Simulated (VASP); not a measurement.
Here is a VASP 6.6.1 calculation.

Contents of INCAR:

```
PREC     = Accurate       # precision mode
ENCUT    = 600            # plane-wave cutoff, eV
EDIFF    = 1E-7           # SCF threshold, eV
ISMEAR   = 0              # smearing method
SIGMA    = 0.1            # smearing width, eV
LREAL    = False          # projectors in reciprocal space
LASPH    = True           # aspherical terms in the spheres
NELM     = 60             # most SCF steps
ALGO     = Normal         # electronic algorithm
ISIF     = 3              # what is computed and relaxed
LWAVE    = False          # write WAVECAR
LCHARG   = False          # write CHGCAR
GGA      = PE             # functional
IBRION   = 2              # ionic algorithm
NSW      = 90             # ionic steps
EDIFFG   = -0.04          # ionic threshold
```

KPOINTS

```
Automatic mesh
0
Gamma
  6 6 6
```

The input POSCAR:

```
SiO
1.0
    2.6675666900      0.0000000000      0.0000000000
    0.0000000000      2.6675666900      0.0000000000
    0.0000000000      0.0000000000      3.2286241700
Si O
1 1
Direct
    0.5000000000      0.5000000000      0.5000000000
    0.0000000000      0.0000000000      0.0000000000
```

Potentials or basis: VASP PAW PBE potentials, release 64 (Si, O).

Command:

```bash
$ cat potpaw_PBE.64/Si/POTCAR potpaw_PBE.64/O/POTCAR > POTCAR
$ mpirun -np 1 vasp_std > vasp.out
```

(1) What does it give for the relaxed volume?

(2) What does it give for the band gap on the k mesh?

Results:

(1) 11.12 Å³/atom.

(2) zero (band 5 reaches 8.01 eV, above the bottom of band 6 at 7.09 eV).

Caveat: the k points lie up to 0.38 Å⁻¹ apart in the final cell.
